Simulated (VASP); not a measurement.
# ZnS (F-43m) in VASP: single point with LDA

Aim: the single point of ZnS with LDA.

All numbers are computed with VASP 6.6.1; they aren't measurements. Logs are shortened: lines on timing, memory, paths and dates and some standing lists are left out, and cuts for length are marked.

## 1. The cell of the first run

It takes space group F-43m (No. 216, cubic). Conventional cell: a = 5.404 Å, b = 5.404 Å, c = 5.404 Å, α = 90.00°, β = 90.00°, γ = 90.00°. Zn (site symmetry -43m) has 4 S at 2.34 Å within 3.1 Å. Within 3.1 Å of S (site symmetry -43m) lie 4 Zn at 2.34 Å.

## 2. Single point, LDA

File POSCAR:

```
ZnS
1.0
    0.0000000000      2.7020000000      2.7020000000
    2.7020000000      0.0000000000      2.7020000000
    2.7020000000      2.7020000000      0.0000000000
Zn S
1 1
Direct
    0.2500000000      0.2500000000      0.2500000000
    0.0000000000      0.0000000000      0.0000000000
```

File INCAR.step1:

```
SYSTEM = ZnS
  PREC = Accurate
  ENCUT = 400
  EDIFF = 1E-6
  ISMEAR = 0
  SIGMA = 0.01
  LREAL = .FALSE.
  LASPH = .TRUE.
  NELM = 120
  ALGO = Normal
  ISIF = 2
  LWAVE = .FALSE.
  LCHARG = .TRUE.
  NBANDS = 16
  GGA_COMPAT = .FALSE.
  NEDOS = 2001
  LORBIT = 11
```

File KPOINTS.step1:

```
Automatic mesh
0
G
  9 9 9
  0 0 0
```

File INCAR.step2:

```
SYSTEM = ZnS
  PREC = Accurate
  ENCUT = 400
  EDIFF = 1E-6
  ISMEAR = -5
  SIGMA = 0.01
  LREAL = .FALSE.
  LASPH = .TRUE.
  NELM = 120
  ALGO = Normal
  ISIF = 2
  LWAVE = .FALSE.
  LCHARG = .FALSE.
  LORBIT = 11
  NEDOS = 2001
  ICHARG = 11
  GGA_COMPAT = .FALSE.
```

File KPOINTS.step2:

```
Automatic mesh
0
G
  14 14 14
  0 0 0
```

Potentials or basis: VASP PAW LDA potentials, release 64 (Zn, S).

On the command line:

```sh
$ cat potpaw_LDA.64/Zn/POTCAR potpaw_LDA.64/S/POTCAR > POTCAR
$ cp INCAR.step1 INCAR
$ cp KPOINTS.step1 KPOINTS
$ mpirun -np 1 vasp_std > vasp.out
$ cp INCAR.step2 INCAR
$ cp KPOINTS.step2 KPOINTS
$ mpirun -np 1 vasp_std > vasp.out
```

OUTCAR:

```text
SYSTEM = ZnS
   PREC = Accurate
   ENCUT = 400
   EDIFF = 1E-6
   ISMEAR = -5
   LREAL = .FALSE.
   LASPH = .TRUE.
   NELM = 120
   ISIF = 2
   LORBIT = 11
   ICHARG = 11

 ion  position               nearest neighbor table
   1  0.250  0.250  0.250-   2 2.34   2 2.34   2 2.34   2 2.34
   2  0.000  0.000  0.000-   1 2.34   1 2.34   1 2.34   1 2.34

  LATTYP: Found a face centered cubic cell.
 ALAT       =     5.4040000000

  Lattice vectors:

 A1 = (   0.0000000000,   2.7020000000,   2.7020000000)
 A2 = (   2.7020000000,   0.0000000000,   2.7020000000)
 A3 = (   2.7020000000,   2.7020000000,   0.0000000000)

Analysis of symmetry for initial positions (statically):
=====================================================================
 Subroutine PRICEL returns:
 Original cell was already a primitive cell.

 Routine SETGRP: Setting up the symmetry group for a
 face centered cubic supercell.

 Subroutine GETGRP returns: Found 24 space group operations
 (whereof 24 operations were pure point group operations)
 out of a pool of 48 trial point group operations.

The static configuration has the point symmetry T_d .

Analysis of symmetry for dynamics (positions and initial velocities):
=====================================================================
 Subroutine PRICEL returns:
 Original cell was already a primitive cell.

 Routine SETGRP: Setting up the symmetry group for a
 face centered cubic supercell.

 Subroutine GETGRP returns: Found 24 space group operations
 (whereof 24 operations were pure point group operations)
 out of a pool of 48 trial point group operations.

The dynamic configuration has the point symmetry T_d .

 Subroutine INISYM returns: Found 24 space group operations
 (whereof 24 operations are pure point group operations),
 and found     1 'primitive' translations

----------------------------------------------------------------------------------------

                                     Primitive cell

  volume of cell :      39.4535

  direct lattice vectors                    reciprocal lattice vectors
     0.000000000  2.702000000  2.702000000    -0.185048113  0.185048113  0.185048113
     2.702000000  0.000000000  2.702000000     0.185048113 -0.185048113  0.185048113
     2.702000000  2.702000000  0.000000000     0.185048113  0.185048113 -0.185048113

  length of vectors
     3.821205046  3.821205046  3.821205046     0.320512733  0.320512733  0.320512733

  position of ions in fractional coordinates (direct lattice)
     0.250000000  0.250000000  0.250000000
     0.000000000  0.000000000  0.000000000

  ion indices of the primitive-cell ions
   primitive index   ion index
                 1           1
                 2           2

----------------------------------------------------------------------------------------

 KPOINTS: Automatic mesh

Automatic generation of k-mesh.
 Grid dimensions read from file:
 generate k-points for:   14   14   14

 Generating k-lattice:

  Cartesian coordinates                     Fractional coordinates (reciprocal lattice)
    -0.013217722  0.013217722  0.013217722     0.071428571  0.000000000  0.000000000
     0.013217722 -0.013217722  0.013217722     0.000000000  0.071428571  0.000000000
     0.013217722  0.013217722 -0.013217722     0.000000000  0.000000000  0.071428571

  Length of vectors
     0.022893767  0.022893767  0.022893767

  Shift w.r.t. Gamma in fractional coordinates (k-lattice)
     0.000000000  0.000000000  0.000000000

 TETIRR: Found    389 inequivalent tetrahedra from    16464

 Subroutine IBZKPT returns following result:
 ===========================================

 Found    104 irreducible k-points:

 Following reciprocal coordinates:
            Coordinates               Weight
  0.000000  0.000000  0.000000      1.000000
  0.071429  0.000000  0.000000      8.000000
  0.142857  0.000000  0.000000      8.000000
  0.214286  0.000000  0.000000      8.000000
  0.285714  0.000000  0.000000      8.000000
  0.357143  0.000000  0.000000      8.000000
[... 16 lines left out ...]
  0.214286  0.142857  0.000000     24.000000
  0.285714  0.142857  0.000000     24.000000
 [... further k-points ...]
   k-points           NKPTS =    104   k-points in BZ     NKDIM =    104   number of bands    NBANDS=     13
   number of dos      NEDOS =   2001   number of ions     NIONS =      2
   total plane-waves  NPLWV =  21952
   dimension x,y,z NGX =    28 NGY =   28 NGZ =   28
   dimension x,y,z NGXF=    56 NGYF=   56 NGZF=   56
   ions per type =               1   1
   NGX,Y,Z   is equivalent  to a cutoff of  12.18, 12.18, 12.18 a.u.
   NGXF,Y,Z  is equivalent  to a cutoff of  24.36, 24.36, 24.36 a.u.
 SYSTEM =  ZnS
   PREC   = accura    normal or accurate (medium, high low for compatibility)
   ISTART =      0    job   : 0-new  1-cont  2-samecut
   ICHARG =     11    charge: 1-file 2-atom 10-const
   ISPIN  =      1    spin polarized calculation?
   LNONCOLLINEAR =      F non collinear calculations
   LSORBIT =      F    spin-orbit coupling
   LASPH  =      T    aspherical Exc in radial PAW
   ENCUT  =  400.0 eV  29.40 Ry    5.42 a.u.   6.23  6.23  6.23*2*pi/ulx,y,z
   NELM   =    120;   NELMIN=  2; NELMDL=  0     # of ELM steps
   EDIFF  = 0.1E-05   stopping-criterion for ELM
   LREAL  =      F    real-space projection
   EDIFFG = 0.1E-04   stopping-criterion for IOM
   NSW    =      0    number of steps for IOM
   IBRION =     -1    ionic relax: 0-MD 1-quasi-New 2-CG
   NFREE  =      0    steps in history (QN), initial steepest desc. (CG)
   ISIF   =      2    stress and relaxation
   ISYM   =      2    0-nonsym 1-usesym 2-fastsym
   POTIM  = 0.5000    time-step for ionic-motion
   TEBEG  =    0.0;   TEEND  =   0.0 temperature during run
   PSTRESS=    0.0 pullay stress
   NELECT =      18.0000    total number of electrons
   NUPDOWN=      -1.0000    fix difference up-down
   EMIN   =  10.00;   EMAX   =-10.00  energy-range for DOS
   EFERMI =   0.00;   METHOD = LEGACY
   ISMEAR =    -5;   SIGMA  =   0.01  broadening in eV -4-tet -1-fermi 0-gaus
   EFERMI_NEDOS =   21; number of points for ismear=-14 and -15
   IALGO  =     38    algorithm
   IMIX   =      4    mixing-type and parameters
     AMIX     =   0.40;   BMIX     =  1.00
     AMIX_MAG =   1.60;   BMIX_MAG =  1.00
  volume/ion in A,a.u.               =      19.73       133.12
  Fermi-wavevector in a.u.,A,eV,Ry     =   1.260290  2.381602 21.610537  1.588330
  Thomas-Fermi vector in A             =   2.393807
   LORBIT       =     11    0 simple, 1 ext, 2 COOP (PROOUT), +10 PAW based schemes
   GGA     = CA    functional components
   LHFCALC =     F    Hartree Fock is set to
   AEXX    =    0.0000 exact exchange contribution
   IVDW    =     0    specifies the selected vdW correction
   LEPSILON=     F    determine dielectric tensor
   LRPA    =     F    only Hartree local field effects (RPA)
 non-spin polarized calculation
 Fermi weights with tetrahedron method with Bloechl corrections
  energy-cutoff  :      400.00
  volume of cell :       39.45
 maximum number of plane-waves:       730
 NGX is ok and might be reduce to    28

 number of electron      18.0000000 magnetization

 Free energy of the ion-electron system (eV)
  ---------------------------------------------------
  ext. energy  EPLUGINS =         0.00000000
  ---------------------------------------------------
  free energy    TOTEN  =        -8.17735506 eV

  energy without entropy =       -8.17735506  energy(sigma->0) =       -8.17735506

 E-fermi :   1.9302     XC(G=0): -10.0393

 val. band max:        1.9248509689   @ k =   0.0000   0.0000   0.0000
 cond. band min:       3.8134955598   @ k =   0.0000   0.0000   0.0000
 fundamental gap:      1.8886445909
 Fermi energy:         1.9301889640

 k-point     1 :       0.0000    0.0000    0.0000
  band No.  band energies     occupation
      1     -11.1838      2.00000
      2      -4.5687      2.00000
      3      -4.5687      2.00000
      4      -4.5687      2.00000
      5      -4.0841      2.00000
      6      -4.0841      2.00000
      7       1.9249      2.00000
      8       1.9249      2.00000
      9       1.9249      2.00000
     10       3.8135      0.00000
     11       8.1785      0.00000
     12       8.1785      0.00000
     13       8.1785      0.00000

 k-point     2 :       0.0714    0.0000    0.0000
  band No.  band energies     occupation
      1     -11.1441      2.00000
      2      -4.5690      2.00000
      3      -4.5616      2.00000
      4      -4.5616      2.00000
      5      -4.0848      2.00000
      6      -4.0848      2.00000
      7       1.4425      2.00000
      8       1.8728      2.00000
      9       1.8728      2.00000
     10       4.2038      0.00000
     11       8.1108      0.00000
     12       8.2704      0.00000
     13       8.2704      0.00000

 k-point     3 :       0.1429    0.0000    0.0000
  band No.  band energies     occupation
      1     -11.0293      2.00000
      2      -4.5651      2.00000
      3      -4.5421      2.00000
      4      -4.5421      2.00000
      5      -4.0860      2.00000
      6      -4.0860      2.00000
      7       0.5155      2.00000
      8       1.7335      2.00000
      9       1.7335      2.00000
     10       4.8049      0.00000
     11       8.0814      0.00000
     12       8.4987      0.00000
     13       8.4987      0.00000
[... 305 lines left out ...]
 k-point    23 :       0.2143    0.1429    0.0000
  band No.  band energies     occupation
      1     -10.8475      2.00000
      2      -4.5933      2.00000
      3      -4.4908      2.00000
      4      -4.4907      2.00000
      5      -4.1118      2.00000
      6      -4.0637      2.00000
      7      -0.0624      2.00000
      8       1.1670      2.00000
      9       1.2070      2.00000
     10       5.7319      0.00000
     11       7.0708      0.00000
     12       9.2747      0.00000
     13       9.3595      0.00000

 k-point    24 :       0.2857    0.1429    0.0000
  band No.  band energies     occupation
      1     -10.6683      2.00000
      2      -4.5699      2.00000
      3      -4.4610      2.00000
      4      -4.4560      2.00000
      5      -4.1097      2.00000
      6      -4.0572      2.00000
      7      -0.8903      2.00000
      8       0.9592      2.00000
      9       0.9830      2.00000
     10       5.9753      0.00000
     11       7.2859      0.00000
     12       9.2393      0.00000
     13       9.6139      0.00000

 [... further k-points ...]

------------------------ aborting loop because EDIFF is reached ----------------------------------------

  FORCE on cell =-STRESS in cart. coord.  units (eV):
  Direction    XX          YY          ZZ          XY          YZ          ZX
  --------------------------------------------------------------------------------------
  -------------------------------------------------------------------------------------
  Total       -1.1367180     -1.1367180     -1.1367180      0.0000000      0.0000000      0.0000000
  in kB      -46.1612213    -46.1612213    -46.1612213      0.0000000      0.0000000      0.0000000
  external PRESSURE =     -46.1612213 kB  Pullay stress =       0.0000000 kB

 VOLUME and BASIS-vectors are now :
 -----------------------------------------------------------------------------
  energy-cutoff  :      400.00
  volume of cell :       39.45
      direct lattice vectors                 reciprocal lattice vectors
     0.000000000  2.702000000  2.702000000    -0.185048113  0.185048113  0.185048113
     2.702000000  0.000000000  2.702000000     0.185048113 -0.185048113  0.185048113
     2.702000000  2.702000000  0.000000000     0.185048113  0.185048113 -0.185048113

 POSITION                                       TOTAL-FORCE (eV/Angst)
 -----------------------------------------------------------------------------------
      1.35100      1.35100      1.35100        -0.000000     -0.000000     -0.000000
      0.00000      0.00000      0.00000         0.000000      0.000000      0.000000
 -----------------------------------------------------------------------------------
    total drift:                               -0.000000     -0.000000     -0.000000

  FREE ENERGIE OF THE ION-ELECTRON SYSTEM (eV)
  ---------------------------------------------------
  free  energy   TOTEN  =        -8.1773550616 eV

  energy  without entropy=       -8.1773550616  energy(sigma->0) =       -8.17735506

 total charge

# of ion       s       p       d       tot
------------------------------------------
    1        0.534   0.487   9.796  10.817
    2        1.315   2.410   0.000   3.724
--------------------------------------------------
tot          1.848   2.897   9.796  14.542
```

Wall time 33 s (1 thread of Intel Xeon Platinum 8259CL at 2.50GHz (Skylake/Cascade Lake), shared host); peak memory 0.15 GiB.

Results:

| Quantity | Value |
| --- | --- |
| Valence electrons inside the program's atomic spheres | Zn 10.82; S 3.72 |
